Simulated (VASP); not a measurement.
Crystal: Pd.

```
Pd
1.0
     2.78367    0.00000    0.00000
    -1.39183    2.41072    0.00000
     0.00000    0.00000    4.62889
Pd
2
Direct
  0.33333 0.66667 0.25000
  0.66667 0.33333 0.75000
```

This isn't the form of Pd at room conditions, which is fcc.

Program: VASP 6.6.1. Alike in all runs: task single point; cell as given.

Problem. Order these runs on this cell by their pressure, lowest first.
A. level PBE; potentials or basis VASP PAW PBE potentials, release 64 (Pd); spin non-collinear, zero start, SOC; k mesh 8 × 8 × 5; cutoff (eV) 520; smearing fermi-dirac 0.05 eV; dipole correction no; further INCAR settings ALGO = Fast; EDIFF = 1e-06; NBANDS = 32
B. level LDA; potentials or basis VASP PAW LDA potentials, release 64 (Pd); spin off; k mesh 11 × 11 × 6; cutoff (eV) 520; smearing fermi-dirac 0.05 eV; dipole correction no; further INCAR settings ALGO = Fast; EDIFF = 1e-07; NBANDS = 17
C. level AM05; potentials or basis VASP PAW PBE potentials, release 64 (Pd); spin off; k mesh 14 × 14 × 7; cutoff (eV) 400; smearing methfessel-paxton 0.1 eV; further INCAR settings ALGO = Normal; EDIFF = 1e-06; tolerance level tight; purpose restart; start from scratch

Solution. B (-15.4 GPa), C (-11.5 GPa), A (-1.5 GPa).

Caveats: the cell stands under tension (at least some runs); the PAW data sets were made with another functional, which shifts forces and pressure a little (at least some runs).
